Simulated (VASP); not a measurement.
Wanted: the native input for a VASP 6.6.1 run.

- Task: single point
- Functional: LDA
- Potentials or basis: VASP PAW LDA potentials, release 64 (C)
- Cutoff: 520 eV
- k mesh: 18 × 18 × 6
- Occupations: methfessel-paxton, width 0.02 eV
- Spin: no spin polarisation
- Dipole correction: no
- Further INCAR settings: ALGO = Normal; EDIFF = 1e-06; NBANDS = 16

The structure of C lies in POSCAR:

```
C
1.0
    1.2280479700     -2.1270618200      0.0000000000
    1.2280479700      2.1270618200      0.0000000000
    0.0000000000      0.0000000000      7.1732677600
C
4
Direct
    0.0833794600      0.9166205400      0.7531376000
    0.5833794600      0.4166205400      0.2468624000
    0.9166205400      0.0833794600      0.2468624000
    0.4166205400      0.5833794600      0.7531376000
```

One way to write it, as run:

INCAR

```
PREC     = Accurate       # precision mode
ENCUT    = 520            # plane-wave cutoff, eV
EDIFF    = 1E-6           # SCF threshold, eV
ISMEAR   = 1              # smearing method
SIGMA    = 0.02           # smearing width, eV
LREAL    = F              # projectors in reciprocal space
LASPH    = T              # aspherical terms in the spheres
NELM     = 60             # most SCF steps
ALGO     = Normal         # electronic algorithm
ISIF     = 2              # what is computed and relaxed
LWAVE    = F              # write WAVECAR
LCHARG   = F              # write CHGCAR
NBANDS   = 16             # bands
```

KPOINTS

```
Automatic mesh
0
Gamma
  18 18 6
```

Potentials or basis: VASP PAW LDA potentials, release 64 (C).

Run with:

```bash
$ cat potpaw_LDA.64/C/POTCAR > POTCAR
$ mpirun -np 1 vasp_std > vasp.out
```

It gave:

The pressure is -3.2 GPa and the largest force is 0.027 eV/Å.

Caveat: the cell stands under tension.

It took 4.3 min on 1 thread of Intel Xeon 8259CL (shared host), peak memory 0.25 GiB.
